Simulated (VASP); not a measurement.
# PbS (P1) in VASP: single point with PBE

Aim: the single point of PbS with PBE.

All numbers are computed with VASP 6.6.1; they aren't measurements. Logs are shortened: lines on timing, memory, paths and dates and some standing lists are left out, and cuts for length are marked.

## Step 1: The cell of the first run

The typed cell holds 2 atoms: a = 4.032 Å, b = 4.108 Å, c = 4.091 Å, α = 59.58°, β = 59.86°, γ = 60.08°.

## Step 2: Single point, PBE (atoms moved at random and the cell strained at random)

INCAR reads:

```
  PREC = Accurate
  ENCUT = 520
  EDIFF = 1E-6
  ISMEAR = 0
  SIGMA = 0.02
  LREAL = False
  LASPH = True
  NELM = 100
  ALGO = Normal
  ISIF = 2
  LWAVE = False
  LCHARG = False
  GGA = PE
  NBANDS = 17
```

KPOINTS reads:

```
regular mesh
0
Gamma
  9 9 9
```

POSCAR reads:

```
PbS
1.0
    1.9998390584      1.1516132132      3.3067523339
   -2.0757811447      1.1635708785      3.3490055680
   -0.0276154013     -2.3580568916      3.3430281939
Pb S
1 1
Direct
    1.0117537218      0.9518435148      0.9603679235
    0.4438476082      0.5037578152      0.4952334065
```

Potentials or basis: VASP PAW PBE potentials, release 64 (Pb_d, S).

Started as:

```bash
$ cat potpaw_PBE.64/Pb_d/POTCAR potpaw_PBE.64/S/POTCAR > POTCAR
$ mpirun -np 1 vasp_std > vasp.out
```

OUTCAR:

```text
PREC = Accurate
   ENCUT = 520
   EDIFF = 1E-6
   ISMEAR = 0
   LREAL = False
   LASPH = True
   NELM = 100
   ISIF = 2
   GGA = PE

 ion  position               nearest neighbor table
   1  0.012  0.952  0.960-   2 2.66   2 2.79   2 2.84   2 2.92   2 2.97   2 3.16
   2  0.444  0.504  0.495-   1 2.66   1 2.79   1 2.84   1 2.92   1 2.97   1 3.16

  LATTYP: Found a triclinic cell.
 ALAT       =     7.0703116296
 B/A-ratio  =     0.5762018937
 C/A-ratio  =     0.5703272490
 COS(alpha) =     0.0012590396
 COS(beta)  =     0.2812241956
 COS(gamma) =     0.8674783894

  Lattice vectors:

 A1 = (  -6.1237859465,   3.5335854354,   0.0482306082)
 A2 = (  -2.0481657434,   3.5216277701,   0.0059773741)
 A3 = (  -1.9998390584,  -1.1516132132,  -3.3067523339)

Analysis of symmetry for initial positions (statically):
=====================================================================
 Subroutine PRICEL returns:
 Original cell was already a primitive cell.

 Routine SETGRP: Setting up the symmetry group for a
 triclinic supercell.

 Subroutine GETGRP returns: Found  1 space group operations
 (whereof  1 operations were pure point group operations)
 out of a pool of  2 trial point group operations.

The static configuration has the point symmetry C_1 .

Analysis of symmetry for dynamics (positions and initial velocities):
=====================================================================
 Subroutine PRICEL returns:
 Original cell was already a primitive cell.

 Routine SETGRP: Setting up the symmetry group for a
 triclinic supercell.

 Subroutine GETGRP returns: Found  1 space group operations
 (whereof  1 operations were pure point group operations)
 out of a pool of  2 trial point group operations.

The dynamic configuration has the point symmetry C_1 .

 Subroutine INISYM returns: Found  1 space group operations
 (whereof  1 operations are pure point group operations),
 and found     1 'primitive' translations

----------------------------------------------------------------------------------------

                                     Primitive cell

  volume of cell :      47.7493

  direct lattice vectors                    reciprocal lattice vectors
     1.999839058  1.151613213  3.306752334     0.246851875  0.143393004  0.103183627
    -2.075781145  1.163570879  3.349005568    -0.243928053  0.141925440  0.098094324
    -0.027615401 -2.358056892  3.343028194     0.000190963 -0.284016223  0.098796313

  length of vectors
     4.032391381  4.108357682  4.091091837     0.303552735  0.298774534  0.300709100

  position of ions in fractional coordinates (direct lattice)
     0.011753722  0.951843515  0.960367924
     0.443847608  0.503757815  0.495233406

  ion indices of the primitive-cell ions
   primitive index   ion index
                 1           1
                 2           2

----------------------------------------------------------------------------------------

 KPOINTS: regular mesh

Automatic generation of k-mesh.
 Grid dimensions read from file:
 generate k-points for:    9    9    9

 Generating k-lattice:

  Cartesian coordinates                     Fractional coordinates (reciprocal lattice)
     0.027427986  0.015932556  0.011464847     0.111111111  0.000000000  0.000000000
    -0.027103117  0.015769493  0.010899369     0.000000000  0.111111111  0.000000000
     0.000021218 -0.031557358  0.010977368     0.000000000  0.000000000  0.111111111

  Length of vectors
     0.033728082  0.033197170  0.033412122

  Shift w.r.t. Gamma in fractional coordinates (k-lattice)
     0.000000000  0.000000000  0.000000000

 Subroutine IBZKPT returns following result:
 ===========================================

 Found    365 irreducible k-points:

 Following reciprocal coordinates:
            Coordinates               Weight
  0.000000  0.000000  0.000000      1.000000
  0.111111  0.000000  0.000000      2.000000
  0.222222  0.000000  0.000000      2.000000
  0.333333  0.000000  0.000000      2.000000
  0.444444  0.000000  0.000000      2.000000
 -0.000000  0.111111  0.000000      2.000000
[... 16 lines left out ...]
 -0.111111  0.222222  0.000000      2.000000
 -0.000000  0.333333  0.000000      2.000000
 [... further k-points ...]
   k-points           NKPTS =    365   k-points in BZ     NKDIM =    365   number of bands    NBANDS=     17
   number of dos      NEDOS =    301   number of ions     NIONS =      2
   total plane-waves  NPLWV =  28800
   dimension x,y,z NGX =    30 NGY =   32 NGZ =   30
   dimension x,y,z NGXF=    60 NGYF=   64 NGZF=   60
   ions per type =               1   1
   NGX,Y,Z   is equivalent  to a cutoff of  12.37, 12.95, 12.19 a.u.
   NGXF,Y,Z  is equivalent  to a cutoff of  24.74, 25.90, 24.38 a.u.
 SYSTEM =  unknown system
   PREC   = accura    normal or accurate (medium, high low for compatibility)
   ISTART =      0    job   : 0-new  1-cont  2-samecut
   ICHARG =      2    charge: 1-file 2-atom 10-const
   ISPIN  =      1    spin polarized calculation?
   LNONCOLLINEAR =      F non collinear calculations
   LSORBIT =      F    spin-orbit coupling
   LASPH  =      T    aspherical Exc in radial PAW
   ENCUT  =  520.0 eV  38.22 Ry    6.18 a.u.   7.50  7.64  7.61*2*pi/ulx,y,z
   NELM   =    100;   NELMIN=  2; NELMDL= -5     # of ELM steps
   EDIFF  = 0.1E-05   stopping-criterion for ELM
   LREAL  =      F    real-space projection
   EDIFFG = 0.1E-04   stopping-criterion for IOM
   NSW    =      0    number of steps for IOM
   IBRION =     -1    ionic relax: 0-MD 1-quasi-New 2-CG
   NFREE  =      0    steps in history (QN), initial steepest desc. (CG)
   ISIF   =      2    stress and relaxation
   ISYM   =      2    0-nonsym 1-usesym 2-fastsym
   POTIM  = 0.5000    time-step for ionic-motion
   TEBEG  =    0.0;   TEEND  =   0.0 temperature during run
   PSTRESS=    0.0 pullay stress
   NELECT =      20.0000    total number of electrons
   NUPDOWN=      -1.0000    fix difference up-down
   EMIN   =  10.00;   EMAX   =-10.00  energy-range for DOS
   EFERMI =   0.00;   METHOD = LEGACY
   ISMEAR =     0;   SIGMA  =   0.02  broadening in eV -4-tet -1-fermi 0-gaus
   EFERMI_NEDOS =   21; number of points for ismear=-14 and -15
   IALGO  =     38    algorithm
   IMIX   =      4    mixing-type and parameters
     AMIX     =   0.40;   BMIX     =  1.00
     AMIX_MAG =   1.60;   BMIX_MAG =  1.00
  volume/ion in A,a.u.               =      23.87       161.11
  Fermi-wavevector in a.u.,A,eV,Ry     =   1.224887  2.314700 20.413467  1.500347
  Thomas-Fermi vector in A             =   2.359945
   LORBIT       =      0    0 simple, 1 ext, 2 COOP (PROOUT), +10 PAW based schemes
   GGA     = PE    functional components
   LHFCALC =     F    Hartree Fock is set to
   AEXX    =    0.0000 exact exchange contribution
   IVDW    =     0    specifies the selected vdW correction
   LEPSILON=     F    determine dielectric tensor
   LRPA    =     F    only Hartree local field effects (RPA)
 non-spin polarized calculation
 Gauss-broadening in eV      SIGMA  =   0.02
  energy-cutoff  :      520.00
  volume of cell :       47.75
 maximum number of plane-waves:      1303
 NGX is ok and might be reduce to    30
   NGX = 15   NGY = 15   NGZ = 15

 number of electron      20.0000001 magnetization

 Free energy of the ion-electron system (eV)
  ---------------------------------------------------
  ext. energy  EPLUGINS =         0.00000000
  ---------------------------------------------------
  free energy    TOTEN  =        -8.53912222 eV

  energy without entropy =       -8.53912222  energy(sigma->0) =       -8.53912222

 E-fermi :   7.0253     XC(G=0): -10.0923

 val. band max:        6.8504482622   @ k =   0.4444   0.4444   0.4444
 cond. band min:       7.6425023584   @ k =   0.4444   0.4444   0.4444
 fundamental gap:      0.7920540962
 Fermi energy:         7.0253192460

 k-point     1 :       0.0000    0.0000    0.0000
  band No.  band energies     occupation
      1      -9.9428      2.00000
      2      -9.9374      2.00000
      3      -9.9300      2.00000
      4      -9.9293      2.00000
      5      -9.9204      2.00000
      6      -7.4983      2.00000
[... 9 lines left out ...]
     16      14.3143      0.00000
     17      15.4874      0.00000

 k-point     2 :       0.1111    0.0000    0.0000
  band No.  band energies     occupation
      1      -9.9454      2.00000
      2      -9.9375      2.00000
      3      -9.9284      2.00000
      4      -9.9245      2.00000
      5      -9.9207      2.00000
      6      -7.3765      2.00000
[... 9 lines left out ...]
     16      14.1312      0.00000
     17      16.6127      0.00000

 k-point     3 :       0.2222    0.0000    0.0000
  band No.  band energies     occupation
      1      -9.9605      2.00000
      2      -9.9422      2.00000
      3      -9.9369      2.00000
      4      -9.9059      2.00000
      5      -9.9022      2.00000
      6      -7.0311      2.00000
[... 9 lines left out ...]
     16      14.6578      0.00000
     17      18.6011      0.00000

 k-point     4 :       0.3333    0.0000    0.0000
  band No.  band energies     occupation
      1      -9.9783      2.00000
      2      -9.9580      2.00000
      3      -9.9391      2.00000
      4      -9.8824      2.00000
      5      -9.8798      2.00000
      6      -6.5422      2.00000
[... 9 lines left out ...]
     16      15.6932      0.00000
     17      20.0154      0.00000
[... 343 lines left out ...]
      1     -10.0022      2.00000
      2      -9.9574      2.00000
      3      -9.9240      2.00000
      4      -9.8921      2.00000
      5      -9.8859      2.00000
      6      -6.3509      2.00000
[... 9 lines left out ...]
     16      17.2824      0.00000
     17      17.9520      0.00000

 k-point    23 :      -0.1111    0.2222    0.0000
  band No.  band energies     occupation
      1      -9.9768      2.00000
      2      -9.9517      2.00000
      3      -9.9322      2.00000
      4      -9.9023      2.00000
      5      -9.8894      2.00000
      6      -6.7791      2.00000
[... 9 lines left out ...]
     16      16.1453      0.00000
     17      17.9287      0.00000

 k-point    24 :      -0.0000    0.3333    0.0000
  band No.  band energies     occupation
      1      -9.9831      2.00000
      2      -9.9607      2.00000
      3      -9.9326      2.00000
      4      -9.8850      2.00000
      5      -9.8799      2.00000
      6      -6.5438      2.00000
[... 9 lines left out ...]
     16      15.7615      0.00000
     17      19.7608      0.00000

 [... further k-points ...]

------------------------ aborting loop because EDIFF is reached ----------------------------------------

  FORCE on cell =-STRESS in cart. coord.  units (eV):
  Direction    XX          YY          ZZ          XY          YZ          ZX
  --------------------------------------------------------------------------------------
  -------------------------------------------------------------------------------------
  Total        3.0922392      2.9644571      3.0293000      0.1274549     -0.0931015     -0.0765272
  in kB      103.7568935     99.4692971    101.6450343      4.2766161     -3.1239241     -2.5677898
  external PRESSURE =     101.6237416 kB  Pullay stress =       0.0000000 kB

 VOLUME and BASIS-vectors are now :
 -----------------------------------------------------------------------------
  energy-cutoff  :      520.00
  volume of cell :       47.75
      direct lattice vectors                 reciprocal lattice vectors
     1.999839058  1.151613213  3.306752334     0.246851875  0.143393004  0.103183627
    -2.075781145  1.163570879  3.349005568    -0.243928053  0.141925440  0.098094324
    -0.027615401 -2.358056892  3.343028194     0.000190963 -0.284016223  0.098796313

 POSITION                                       TOTAL-FORCE (eV/Angst)
 -----------------------------------------------------------------------------------
     -1.97883     -1.14353      6.43713        -0.553431     -0.227833      0.136507
     -0.17174     -0.07049      4.81036         0.553431      0.227833     -0.136507
 -----------------------------------------------------------------------------------
    total drift:                               -0.000104      0.000110     -0.000208

  FREE ENERGIE OF THE ION-ELECTRON SYSTEM (eV)
  ---------------------------------------------------
  free  energy   TOTEN  =        -8.5391222211 eV

  energy  without entropy=       -8.5391222211  energy(sigma->0) =       -8.53912222
```

Run time: 6.7 min. Hardware: 1 thread of AMD EPYC 7R43 (Zen 3), shared host; peak memory 0.35 GiB.

Results:

```yaml
Free_energy: -8.5391 eV
Pressure: 10.2 GPa
Largest_force: 0.614 eV/Å
Band_gap_on_the_k_mesh: 0.79 eV
```

Forces on the atoms (eV/Å):
```
Pb  -0.553 -0.228  0.137
S    0.553  0.228 -0.137
```

Caveat: the cell differs from its parent crystal (atoms moved at random and the cell strained at random); the cell stands under pressure; spin-orbit coupling is left out, which moves the levels of the heavy elements; an odd mesh through Γ misses points on the zone boundary, where band edges can lie.
